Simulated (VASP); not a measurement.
Crystal: Bi4O.

```
Bi O
1.0
    -3.24075    3.24075    3.24075
     3.24075   -3.24075    3.24075
     3.24075    3.24075   -3.24075
Bi O
4 1
Direct
  0.00000 0.00000 0.50000
  0.00000 0.50000 0.00000
  0.50000 0.00000 0.00000
  0.50000 0.50000 0.50000
  0.00000 0.00000 0.00000
```

The cell was generated, and may not be a known phase.

```yaml
Program: VASP 6.6.1
Task: relaxation of cell and atoms
Functional: PBE
Potentials_or_basis: VASP PAW PBE potentials, release 64 (Bi_d, O)
Cutoff: 600 eV
k_mesh: 8 × 8 × 8
Occupations: gaussian, width 0.1 eV
Spin: no spin polarisation
```

At the start: pressure 1.2 GPa; volume 27.23 Å³/atom.

Question: Where does the relaxation end?

Answer: Over 3 steps the energy falls by 2.0 meV/atom and the volume is 27.77 Å³/atom (+2.0 %); space group Im-3m (No. 229, to 0.1 Å) before and after.

Step by step:
| step | energy change (eV) | largest force (eV/Å) | pressure (GPa) | volume (Å³) |
| --- | --- | --- | --- | --- |
| 1 | 0.0000 | 0.0000 | 1.22 | 136.14 |
| 2 | -0.0073 | 0.0000 | -0.60 | 140.29 |
| 3 | -0.0100 | 0.0000 | 0.01 | 138.84 |

Final structure:
```
Bi O
1.0
    -3.26198    3.26198    3.26198
     3.26198   -3.26198    3.26198
     3.26198    3.26198   -3.26198
Bi O
4 1
Direct
  0.00000 0.00000 0.50000
  0.00000 0.50000 0.00000
  0.50000 0.00000 0.00000
  0.50000 0.50000 0.50000
  0.00000 0.00000 0.00000
```
